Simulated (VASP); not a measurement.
# B (P4/mmm) in VASP: a series of runs

The runs below take B through single point, relaxation of cell and atoms, with PBE.

Everything below comes from runs of VASP 6.6.1. Logs are shortened: lines on timing, memory, paths and dates and some standing lists are left out, and cuts for length are marked.

## (1) The cell of the first run

The structure is tetragonal, space group P4/mmm (No. 123). Conventional cell: a = 2.044 Å, b = 2.044 Å, c = 2.377 Å, α = 90.00°, β = 90.00°, γ = 90.00°. B (site symmetry 4mm) has 2 B at 1.17 to 1.21 Å within 1.6 Å.

The cell was built from a structure type or drawn by symmetry, and may not be a known phase.

## (2) Single point, PBE

INCAR reads:

```
PREC = Accurate ; ENCUT = 520
EDIFF = 1E-6 ; ISMEAR = 0
SIGMA = 0.1 ; LREAL = False
LASPH = True ; NELM = 100
ALGO = Normal ; ISIF = 2
LWAVE = False ; LCHARG = True
GGA = PE ; LELF = True
LVHAR = True ; NBANDS = 10
```

KPOINTS reads:

```
regular mesh
0
Gamma
  8 8 8
```

POSCAR reads:

```
B
1.0
    2.0444320500      0.0000000000      0.0000000000
    0.0000000000      2.0444320500      0.0000000000
    0.0000000000      0.0000000000      2.3765545600
B
2
Direct
    0.5000000000      0.5000000000      0.7463208400
    0.5000000000      0.5000000000      0.2536791600
```

Potentials or basis: VASP PAW PBE potentials, release 64 (B).

Started as:

```sh
> cat potpaw_PBE.64/B/POTCAR > POTCAR
> mpirun -np 1 vasp_std > vasp.out
```

OUTCAR:

```text
PREC = Accurate
   ENCUT = 520
   EDIFF = 1E-6
   ISMEAR = 0
   LREAL = False
   LASPH = True
   NELM = 100
   ISIF = 2
   GGA = PE

 ion  position               nearest neighbor table
   1  0.500  0.500  0.746-   2 1.17   2 1.21
   2  0.500  0.500  0.254-   1 1.17   1 1.21

  LATTYP: Found a simple tetragonal cell.
 ALAT       =     2.0444320500
 C/A-ratio  =     1.1624522126

  Lattice vectors:

 A1 = (   2.0444320500,   0.0000000000,   0.0000000000)
 A2 = (   0.0000000000,   2.0444320500,   0.0000000000)
 A3 = (   0.0000000000,   0.0000000000,   2.3765545600)

Analysis of symmetry for initial positions (statically):
=====================================================================
 Subroutine PRICEL returns:
 Original cell was already a primitive cell.

 Routine SETGRP: Setting up the symmetry group for a
 simple tetragonal supercell.

 Subroutine GETGRP returns: Found 16 space group operations
 (whereof 16 operations were pure point group operations)
 out of a pool of 16 trial point group operations.

The static configuration has the point symmetry D_4h.

Analysis of symmetry for dynamics (positions and initial velocities):
=====================================================================
 Subroutine PRICEL returns:
 Original cell was already a primitive cell.

 Routine SETGRP: Setting up the symmetry group for a
 simple tetragonal supercell.

 Subroutine GETGRP returns: Found 16 space group operations
 (whereof 16 operations were pure point group operations)
 out of a pool of 16 trial point group operations.

The dynamic configuration has the point symmetry D_4h.

 Subroutine INISYM returns: Found 16 space group operations
 (whereof 16 operations are pure point group operations),
 and found     1 'primitive' translations

----------------------------------------------------------------------------------------

                                     Primitive cell

  volume of cell :       9.9333

  direct lattice vectors                    reciprocal lattice vectors
     2.044432050  0.000000000  0.000000000     0.489133400  0.000000000  0.000000000
     0.000000000  2.044432050  0.000000000     0.000000000  0.489133400  0.000000000
     0.000000000  0.000000000  2.376554560     0.000000000  0.000000000  0.420777211

  length of vectors
     2.044432050  2.044432050  2.376554560     0.489133400  0.489133400  0.420777211

  position of ions in fractional coordinates (direct lattice)
     0.500000000  0.500000000  0.746320840
     0.500000000  0.500000000  0.253679160

  ion indices of the primitive-cell ions
   primitive index   ion index
                 1           1
                 2           2

----------------------------------------------------------------------------------------

 KPOINTS: regular mesh

Automatic generation of k-mesh.
 Grid dimensions read from file:
 generate k-points for:    8    8    8

 Generating k-lattice:

  Cartesian coordinates                     Fractional coordinates (reciprocal lattice)
     0.061141675  0.000000000  0.000000000     0.125000000  0.000000000  0.000000000
     0.000000000  0.061141675  0.000000000     0.000000000  0.125000000  0.000000000
     0.000000000  0.000000000  0.052597151     0.000000000  0.000000000  0.125000000

  Length of vectors
     0.061141675  0.061141675  0.052597151

  Shift w.r.t. Gamma in fractional coordinates (k-lattice)
     0.000000000  0.000000000  0.000000000

 Subroutine IBZKPT returns following result:
 ===========================================

 Found     75 irreducible k-points:

 Following reciprocal coordinates:
            Coordinates               Weight
  0.000000  0.000000  0.000000      1.000000
  0.125000  0.000000  0.000000      4.000000
  0.250000  0.000000  0.000000      4.000000
  0.375000  0.000000  0.000000      4.000000
  0.500000  0.000000  0.000000      2.000000
  0.125000  0.125000  0.000000      4.000000
[... 16 lines left out ...]
  0.375000  0.125000  0.125000     16.000000
  0.500000  0.125000  0.125000      8.000000
 [... further k-points ...]
   k-points           NKPTS =     75   k-points in BZ     NKDIM =     75   number of bands    NBANDS=     10
   number of dos      NEDOS =    301   number of ions     NIONS =      2
   total plane-waves  NPLWV =   4608
   dimension x,y,z NGX =    16 NGY =   16 NGZ =   18
   dimension x,y,z NGXF=    32 NGYF=   32 NGZF=   36
   ions per type =               2
   NGX,Y,Z   is equivalent  to a cutoff of  13.01, 13.01, 12.59 a.u.
   NGXF,Y,Z  is equivalent  to a cutoff of  26.02, 26.02, 25.18 a.u.
 SYSTEM =  unknown system
   PREC   = accura    normal or accurate (medium, high low for compatibility)
   ISTART =      0    job   : 0-new  1-cont  2-samecut
   ICHARG =      2    charge: 1-file 2-atom 10-const
   ISPIN  =      1    spin polarized calculation?
   LNONCOLLINEAR =      F non collinear calculations
   LSORBIT =      F    spin-orbit coupling
   LASPH  =      T    aspherical Exc in radial PAW
   ENCUT  =  520.0 eV  38.22 Ry    6.18 a.u.   3.80  3.80  4.42*2*pi/ulx,y,z
   NELM   =    100;   NELMIN=  2; NELMDL= -5     # of ELM steps
   EDIFF  = 0.1E-05   stopping-criterion for ELM
   LREAL  =      F    real-space projection
   EDIFFG = 0.1E-04   stopping-criterion for IOM
   NSW    =      0    number of steps for IOM
   IBRION =     -1    ionic relax: 0-MD 1-quasi-New 2-CG
   NFREE  =      0    steps in history (QN), initial steepest desc. (CG)
   ISIF   =      2    stress and relaxation
   ISYM   =      2    0-nonsym 1-usesym 2-fastsym
   POTIM  = 0.5000    time-step for ionic-motion
   TEBEG  =    0.0;   TEEND  =   0.0 temperature during run
   PSTRESS=    0.0 pullay stress
   NELECT =       6.0000    total number of electrons
   NUPDOWN=      -1.0000    fix difference up-down
   EMIN   =  10.00;   EMAX   =-10.00  energy-range for DOS
   EFERMI =   0.00;   METHOD = LEGACY
   ISMEAR =     0;   SIGMA  =   0.10  broadening in eV -4-tet -1-fermi 0-gaus
   EFERMI_NEDOS =   21; number of points for ismear=-14 and -15
   IALGO  =     38    algorithm
   IMIX   =      4    mixing-type and parameters
     AMIX     =   0.40;   BMIX     =  1.00
     AMIX_MAG =   1.60;   BMIX_MAG =  1.00
  volume/ion in A,a.u.               =       4.97        33.52
  Fermi-wavevector in a.u.,A,eV,Ry     =   1.383867  2.615128 26.056334  1.915087
  Thomas-Fermi vector in A             =   2.508424
   LORBIT       =      0    0 simple, 1 ext, 2 COOP (PROOUT), +10 PAW based schemes
   GGA     = PE    functional components
   LHFCALC =     F    Hartree Fock is set to
   AEXX    =    0.0000 exact exchange contribution
   IVDW    =     0    specifies the selected vdW correction
   LEPSILON=     F    determine dielectric tensor
   LRPA    =     F    only Hartree local field effects (RPA)
 non-spin polarized calculation
 Gauss-broadening in eV      SIGMA  =   0.10
  energy-cutoff  :      520.00
  volume of cell :        9.93
 maximum number of plane-waves:       276
 NGX is ok and might be reduce to    16
   NGX =  7   NGY =  7   NGZ =  9

 number of electron       6.0000000 magnetization

 Free energy of the ion-electron system (eV)
  ---------------------------------------------------
  ext. energy  EPLUGINS =         0.00000000
  ---------------------------------------------------
  free energy    TOTEN  =        -3.19264983 eV

  energy without entropy =       -3.19062337  energy(sigma->0) =       -3.19163660

 E-fermi :   9.6954     XC(G=0): -13.2148

 val. band max:        9.6356826891   @ k =   0.2500   0.2500   0.3750
 cond. band min:       9.7298684350   @ k =   0.3750   0.3750   0.5000
 fundamental gap:      0.0941857458
 Fermi energy:         9.6953739973

 k-point     1 :       0.0000    0.0000    0.0000
  band No.  band energies     occupation
      1      -8.3650      2.00000
      2       2.6457      2.00000
      3      13.9139      0.00000
      4      13.9139      0.00000
      5      19.8476      0.00000
      6      25.7964      0.00000
      7      31.7596      0.00000
      8      34.3646      0.00000
      9      34.3646      0.00000
     10      40.4697      0.00000

 k-point     2 :       0.1250    0.0000    0.0000
  band No.  band energies     occupation
      1      -7.9486      2.00000
      2       2.9258      2.00000
      3      11.2224      0.00000
      4      14.2340      0.00000
      5      20.0023      0.00000
      6      28.2384      0.00000
      7      32.9142      0.00000
      8      33.2761      0.00000
      9      34.6032      0.00000
     10      37.2259      0.00000

 k-point     3 :       0.2500    0.0000    0.0000
  band No.  band energies     occupation
      1      -6.7027      2.00000
      2       3.6620      2.00000
      3       6.5713      2.00000
      4      15.0877      0.00000
      5      20.4058      0.00000
      6      30.8316      0.00000
      7      31.1908      0.00000
      8      32.1727      0.00000
      9      35.2201      0.00000
     10      36.6365      0.00000

 k-point     4 :       0.3750    0.0000    0.0000
  band No.  band energies     occupation
      1      -4.6519      2.00000
      2       2.1982      2.00000
      3       4.5064      2.00000
      4      16.0961      0.00000
      5      20.8677      0.00000
      6      28.4371      0.00000
      7      29.4955      0.00000
      8      32.7209      0.00000
      9      35.9066      0.00000
     10      37.6724      0.00000
[... 222 lines left out ...]
 k-point    22 :       0.2500    0.1250    0.1250
  band No.  band energies     occupation
      1      -5.9809      2.00000
      2       3.4563      2.00000
      3       7.0258      2.00000
      4      13.5583      0.00000
      5      19.6857      0.00000
      6      27.3880      0.00000
      7      31.4571      0.00000
      8      33.2551      0.00000
      9      36.2040      0.00000
     10      37.2337      0.00000

 k-point    23 :       0.3750    0.1250    0.1250
  band No.  band energies     occupation
      1      -3.9184      2.00000
      2       2.7800      2.00000
      3       4.4691      2.00000
      4      14.7224      0.00000
      5      18.4319      0.00000
      6      26.9481      0.00000
      7      29.0417      0.00000
      8      32.7999      0.00000
      9      35.8887      0.00000
     10      38.0199      0.00000

 k-point    24 :       0.5000    0.1250    0.1250
  band No.  band energies     occupation
      1      -1.5770      2.00000
      2      -0.3292      2.00000
      3       4.9670      2.00000
      4      15.3539      0.00000
      5      17.6942      0.00000
      6      27.1624      0.00000
      7      27.7762      0.00000
      8      32.0704      0.00000
      9      35.8527      0.00000
     10      38.9034      0.00000

 [... further k-points ...]

------------------------ aborting loop because EDIFF is reached ----------------------------------------

  FORCE on cell =-STRESS in cart. coord.  units (eV):
  Direction    XX          YY          ZZ          XY          YZ          ZX
  --------------------------------------------------------------------------------------
  -------------------------------------------------------------------------------------
  Total        2.2770451      2.2770451     62.5805180      0.0000000     -0.0000000      0.0000000
  in kB      367.2730536    367.2730536  10093.8439266      0.0000000     -0.0000000      0.0000000
  external PRESSURE =    3609.4633446 kB  Pullay stress =       0.0000000 kB

 VOLUME and BASIS-vectors are now :
 -----------------------------------------------------------------------------
  energy-cutoff  :      520.00
  volume of cell :        9.93
      direct lattice vectors                 reciprocal lattice vectors
     2.044432050  0.000000000  0.000000000     0.489133400  0.000000000  0.000000000
     0.000000000  2.044432050  0.000000000     0.000000000  0.489133400  0.000000000
     0.000000000  0.000000000  2.376554560     0.000000000  0.000000000  0.420777211

 POSITION                                       TOTAL-FORCE (eV/Angst)
 -----------------------------------------------------------------------------------
      1.02222      1.02222      1.77367        -0.000000      0.000000      4.562788
      1.02222      1.02222      0.60288         0.000000      0.000000     -4.562788
 -----------------------------------------------------------------------------------
    total drift:                                0.000000      0.000000      0.000000

  FREE ENERGIE OF THE ION-ELECTRON SYSTEM (eV)
  ---------------------------------------------------
  free  energy   TOTEN  =        -3.1926498293 eV

  energy  without entropy=       -3.1906233749  energy(sigma->0) =       -3.19163660
```

Run time: 3.5 s. Hardware: 1 thread of AMD EPYC 9R45 (Zen 5), shared host; peak memory 0.08 GiB.

What came out:

```yaml
Free_energy: -3.1926 eV
Pressure: 360.9 GPa
Largest_force: 4.563 eV/Å
Band_gap_on_the_k_mesh: zero (bands 3 and 4 overlap by 15.68 eV)
```

Forces in eV/Å, atoms in the order of the input:
```
B    0.000  0.000  4.563
B    0.000  0.000 -4.563
```

Caveat: the k points lie up to 0.38 Å⁻¹ apart, too coarse for converged energies and pressures of a metal; atoms lie so close that the PAW spheres overlap strongly, which falsifies energies and pressures; forces of over 1 eV/Å act on the atoms, so gaps and moduli don't describe the material at rest.

## (3) Single point, PBE

This run uses another cell than the first one, of 8.88 Å³/atom.

INCAR reads:

```
ALGO = Normal
EDIFF = 1E-6
ENCUT = 520
GGA = PE
ISIF = 2
ISMEAR = 0
LASPH = T
LCHARG = F
LREAL = F
LWAVE = F
NBANDS = 10
NELM = 100
PREC = Accurate
SIGMA = 0.1
```

KPOINTS reads:

```
k-points
0
Gamma
  8 8 8
```

POSCAR reads:

```
B
1.0
    2.3697397089      0.0000000000      0.0000000000
    0.0000000000      2.3697397089      0.0000000000
    0.0000000000      0.0000000000      3.1635030561
B
2
Direct
    0.5000000000      0.5000000000      0.7500000583
    0.5000000000      0.5000000000      0.2499999417
```

Potentials or basis: VASP PAW PBE potentials, release 64 (B).

Started as:

```sh
> cat potpaw_PBE.64/B/POTCAR > POTCAR
> mpirun -np 1 vasp_std > vasp.out
```

OUTCAR:

```text
EDIFF = 1E-6
   ENCUT = 520
   GGA = PE
   ISIF = 2
   ISMEAR = 0
   LASPH = T
   LREAL = F
   NELM = 100
   PREC = Accurate

 ion  position               nearest neighbor table
   1  0.500  0.500  0.750-   2 1.58   2 1.58
   2  0.500  0.500  0.250-   1 1.58   1 1.58

  LATTYP: Found a simple tetragonal cell.
 ALAT       =     2.3697397089
 C/A-ratio  =     1.3349580311

  Lattice vectors:

 A1 = (   2.3697397089,   0.0000000000,   0.0000000000)
 A2 = (   0.0000000000,   2.3697397089,   0.0000000000)
 A3 = (   0.0000000000,   0.0000000000,   3.1635030561)

Analysis of symmetry for initial positions (statically):
=====================================================================
 Subroutine PRICEL returns following result:

  LATTYP: Found a simple tetragonal cell.
 ALAT       =     2.3697397089
 C/A-ratio  =     0.6674791712

  Lattice vectors:

 A1 = (   2.3697397089,   0.0000000000,   0.0000000000)
 A2 = (   0.0000000000,   2.3697397089,   0.0000000000)
 A3 = (   0.0000000000,   0.0000000000,   1.5817518969)

   2 primitive cells build up your supercell.

 Routine SETGRP: Setting up the symmetry group for a
[... 186 lines left out ...]
  band No.  band energies     occupation
      1      -8.9750      2.00000
      2      -0.9803      2.00000
      3       6.5254      0.00000
      4       9.0551      0.00000
      5       9.0551      0.00000
      6      18.3167      0.00000
      7      18.3167      0.00000
      8      18.8903      0.00000
      9      19.8589      0.00000
     10      26.0138      0.00000
[... 287 lines left out ...]
 k-point    24 :       0.5000    0.1250    0.1250
  band No.  band energies     occupation
      1      -3.9547      2.00000
      2      -1.9003      2.00000
      3       0.8179      2.00000
      4       8.2071      0.00000
      5       9.4560      0.00000
      6      12.2846      0.00000
      7      17.9665      0.00000
      8      18.6915      0.00000
      9      20.0129      0.00000
     10      25.9926      0.00000

 [... further k-points ...]

------------------------ aborting loop because EDIFF is reached ----------------------------------------

  FORCE on cell =-STRESS in cart. coord.  units (eV):
  Direction    XX          YY          ZZ          XY          YZ          ZX
  --------------------------------------------------------------------------------------
  -------------------------------------------------------------------------------------
  Total       -0.0009675     -0.0009675     -0.0210201      0.0000000      0.0000000      0.0000000
  in kB       -0.0872582     -0.0872582     -1.8957293      0.0000000      0.0000000      0.0000000
  external PRESSURE =      -0.6900819 kB  Pullay stress =       0.0000000 kB

 VOLUME and BASIS-vectors are now :
 -----------------------------------------------------------------------------
  energy-cutoff  :      520.00
  volume of cell :       17.77
      direct lattice vectors                 reciprocal lattice vectors
     2.369739709  0.000000000  0.000000000     0.421987274  0.000000000  0.000000000
     0.000000000  2.369739709  0.000000000     0.000000000  0.421987274  0.000000000
     0.000000000  0.000000000  3.163503056     0.000000000  0.000000000  0.316105274

 POSITION                                       TOTAL-FORCE (eV/Angst)
 -----------------------------------------------------------------------------------
      1.18487      1.18487      2.37263         0.000000      0.000000      0.000000
      1.18487      1.18487      0.79088         0.000000      0.000000      0.000000
 -----------------------------------------------------------------------------------
    total drift:                                0.000000      0.000000      0.000000

  FREE ENERGIE OF THE ION-ELECTRON SYSTEM (eV)
  ---------------------------------------------------
  free  energy   TOTEN  =       -11.3159311920 eV

  energy  without entropy=      -11.3145142460  energy(sigma->0) =      -11.31522272
```

It took 5.1 s on 1 thread of AMD EPYC 9R45 (Zen 5), shared host; peak memory 0.09 GiB.

What came out:

- Free energy: -11.3159 eV
- Pressure: -0.1 GPa
- Band gap on the k mesh: zero (bands 3 and 4 overlap by 11.17 eV)

[end of part 1 of 2]
